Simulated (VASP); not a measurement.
Here is a VASP 6.6.1 calculation.

INCAR

```
SYSTEM = Se
ALGO = Normal ; EDIFF = 1E-6
ENCUT = 500 ; GGA = PS
GGA_COMPAT = .False. ; ISIF = 2
ISMEAR = -1 ; LASPH = .True.
LCHARG = .False. ; LREAL = .False.
LWAVE = .False. ; NBANDS = 9
NELM = 120 ; PREC = Accurate
SIGMA = 0.1
```

File KPOINTS:

```
k-points
0
Gamma
  22 22 22
  0 0 0
```

File POSCAR:

```
Se
1.0
   -1.3873239983      1.3873239983      1.3873239983
    1.3873239983     -1.3873239983      1.3873239983
    1.3873239983      1.3873239983     -1.3873239983
Se
1
Direct
    0.0000000000      0.0000000000      0.0000000000
```

Potentials or basis: VASP PAW PBE potentials, release 64 (Se).

Run with:

```bash
$ cat potpaw_PBE.64/Se/POTCAR > POTCAR
$ mpirun -np 1 vasp_std > vasp.out
```

Predict the pressure.

188.5 GPa.

Predict the band gap on the k mesh.

zero (bands 3 and 4 overlap by 15.87 eV).

Caveat: the cell stands under pressure; the PAW data sets were made with another functional, which shifts forces and pressure a little.
